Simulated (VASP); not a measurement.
Write the native input for VASP 6.6.1 that does the following.

| Item | Value |
| --- | --- |
| Task | single point |
| Functional | PBEsol |
| Potentials or basis | VASP PAW PBE potentials, release 64 (Cs_sv, Pb_d, Br) |
| Cutoff | 520 eV |
| k mesh | 6 × 6 × 6 |
| Occupations | gaussian, width 0.05 eV |
| Spin | no spin polarisation |
| Dipole correction | no |
| Further INCAR settings | ALGO = Normal; EDIFF = 1e-06; NBANDS = 30 |

The structure of CsPbBr3 lies in POSCAR:

```
CsPbBr3
1.0
    5.8700000000      0.0000000000      0.0000000000
    0.0000000000      5.5178000000      0.0000000000
    0.0000000000      0.0000000000      5.8700000000
Cs Pb Br
1 1 3
Direct
    0.0000000000      0.0000000000      0.0000000000
    0.5000000000      0.5000000000      0.5000000000
    0.0000000000      0.5000000000      0.5000000000
    0.5000000000      0.0000000000      0.5000000000
    0.5000000000      0.5000000000      0.0000000000
```

This cell differs from its parent crystal: strain -0.0600 x Voigt [0, 1, 0, 0, 0, 0].

These files were run (other wordings do the same):

INCAR

```
SYSTEM = CsPbBr3
PREC = Accurate
ENCUT = 520
EDIFF = 1E-6
ISMEAR = 0
SIGMA = 0.05
LREAL = .FALSE.
LASPH = .TRUE.
NELM = 60
ALGO = Normal
ISIF = 2
LWAVE = .FALSE.
LCHARG = .FALSE.
GGA = PS
NBANDS = 30
```

KPOINTS

```
regular mesh
0
G
  6 6 6
  0 0 0
```

Potentials or basis: VASP PAW PBE potentials, release 64 (Cs_sv, Pb_d, Br).

The run is started by

```console
$ cat potpaw_PBE.64/Cs_sv/POTCAR potpaw_PBE.64/Pb_d/POTCAR potpaw_PBE.64/Br/POTCAR > POTCAR
$ mpirun -np 1 vasp_std > vasp.out
```

Results of the run:

```
Pressure               : 1.8 GPa
Band gap on the k mesh : 0.91 eV
```

Caveat: the cell differs from its parent crystal (strain -0.0600 x Voigt [0, 1, 0, 0, 0, 0]); the PAW data sets were made with another functional, which shifts forces and pressure a little; spin-orbit coupling is left out, which moves the levels of the heavy elements.

Wall time 5.3 min on 1 thread of AMD EPYC 7R13, with other jobs on the host, peak memory 0.42 GiB.
